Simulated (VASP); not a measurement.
Wanted: the native input for a VASP 6.6.1 run.

| Quantity | Value |
| --- | --- |
| Task | single point |
| Functional | RPBE |
| Potentials or basis | VASP PAW PBE potentials, release 64 (Li_sv, K_sv) |
| Cutoff | 900 eV |
| k mesh | 1 × 1 × 1 |
| Occupations | gaussian, width 0.03 eV |
| Spin | no spin polarisation |
| Tolerance level | screening |
| Purpose | forces |
| Further INCAR settings | ALGO = Normal; EDIFF = 1e-06; NBANDS = 26; NELMDL = -8; ISIF = 0 |

The structure of LiK lies in POSCAR:

```
KLi
1.0
    9.0000000000      0.0000000000      0.0000000000
    0.0000000000      9.0000000000      0.0000000000
    0.0000000000      0.0000000000     13.0000000000
Li K
1 1
Direct
    0.5014444400      0.5023333300      0.3768461500
    0.5014444400      0.5023333300      0.6345384700
```

This cell differs from its parent crystal: last atom moved by 0.08 Å along z.

These files were run (other wordings do the same):

INCAR

```
GGA = RP ; ISMEAR = 0
SIGMA = 0.03 ; LWAVE = False
LCHARG = False ; ISIF = 0
PREC = Accurate ; LASPH = True
LREAL = False ; ALGO = Normal
EDIFF = 1E-6 ; NELM = 120
GGA_COMPAT = False ; ENCUT = 900
EFERMI = MIDGAP ; NELMDL = -8
NBANDS = 26
```

KPOINTS

```
k-points
0
Gamma
  1 1 1
```

Potentials or basis: VASP PAW PBE potentials, release 64 (Li_sv, K_sv).

Run with:

```sh
$ cat potpaw_PBE.64/Li_sv/POTCAR potpaw_PBE.64/K_sv/POTCAR > POTCAR
$ mpirun -np 1 vasp_gam > vasp.out
```

It gave:

```
Largest force                   : 0.091 eV/Å
Gap between the frontier levels : 1.16 eV
```

Caveat: the cell differs from its parent crystal (last atom moved by 0.08 Å along z); the PAW data sets were made with another functional, which shifts forces and pressure a little.

It took 3.3 min on 1 thread of Intel(R) Xeon(R) Platinum 8375C CPU @ 2.90GHz (Ice Lake), on a shared host, peak memory 1.6 GiB.
